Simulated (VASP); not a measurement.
A run of VASP 6.6.1 is set up as follows.

INCAR

```
ALGO = Normal ; EDIFF = 1E-6
EDIFFG = -0.01 ; ENCUT = 600
GGA = RP ; IBRION = 2
ISIF = 3 ; ISMEAR = -1
LASPH = True ; LCHARG = False
LREAL = False ; LWAVE = False
NELM = 80 ; NSW = 60
PREC = Accurate ; SIGMA = 0.05
```

The input KPOINTS:

```
k-points
0
Gamma
  11 11 6
```

Contents of POSCAR:

```
Re
1.0
    2.7608000000      0.0000000000      0.0000000000
   -1.3804000000      2.3909229348      0.0000000000
    0.0000000000      0.0000000000      4.4582000000
Re
2
Direct
    0.6666666667      0.3333333333      0.7500000000
    0.3333333333      0.6666666667      0.2500000000
```

Potentials or basis: VASP PAW PBE potentials, release 64 (Re).

Launch:

```sh
$ cat potpaw_PBE.64/Re/POTCAR > POTCAR
$ mpirun -np 1 vasp_std > vasp.out
```

(1) Estimate the space group after relaxing (to 0.1 Å).

(2) Estimate the relaxed cell.

(3) What does it give for the band gap on the k mesh?

(4) Predict the relaxed volume.

## Answers

(1) P6_3/mmc (No. 194).

(2) a = 2.784 Å, b = 2.784 Å, c = 4.496 Å, α = 90.00°, β = 90.00°, γ = 120.00°.

(3) zero (bands 7 and 8 overlap by 2.90 eV).

(4) 15.09 Å³/atom.

Caveat: the PAW data sets were made with another functional, which shifts forces and pressure a little; spin-orbit coupling is left out, which moves the levels of the heavy elements.
